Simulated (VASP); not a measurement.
Here is a VASP 6.6.1 calculation.

The input POSCAR:

```
As
1.0
    4.5664000000      0.0000000000      0.0000000000
   -2.2832000000      3.9546200000      0.0000000000
    0.0000000000      0.0000000000      2.8337400000
As
2
Direct
    0.3333300000      0.6666700000      0.0000000000
    0.6666700000      0.3333300000      0.0000000000
```

The input INCAR.step1:

```
ALGO = Normal
EDIFF = 1E-4
ENCUT = 520
GGA = PE
ISMEAR = -1
LASPH = T
LCHARG = F
LREAL = F
LWAVE = T
NBANDS = 12
NELM = 100
PREC = Accurate
SIGMA = 0.05
```

The input INCAR.step2:

```
ALGO = Normal
EDIFF = 1E-6
ENCUT = 520
ISIF = 2
ISMEAR = -1
ISTART = 1
LASPH = T
LCHARG = F
LMIXTAU = T
LREAL = F
LWAVE = F
METAGGA = R2SCAN
NBANDS = 12
NELM = 100
PREC = Accurate
SIGMA = 0.05
```

The input KPOINTS:

```
k-points
0
Gamma
  4 4 5
```

Potentials or basis: VASP PAW PBE potentials, release 64 (As).

Launch:

```sh
$ cat potpaw_PBE.64/As/POTCAR > POTCAR
$ cp INCAR.step1 INCAR
$ mpirun -np 1 vasp_std > vasp.out
$ cp INCAR.step2 INCAR
$ mpirun -np 1 vasp_std > vasp.out
```

(1) Predict the band gap on the k mesh.

(2) Estimate the pressure.

Answers

(1) zero (band 5 reaches 6.16 eV, above the bottom of band 6 at 2.50 eV).

(2) -2.3 GPa.

Caveat: the k points lie up to 0.44 Å⁻¹ apart; the PAW data sets were made with another functional, which shifts forces and pressure a little.
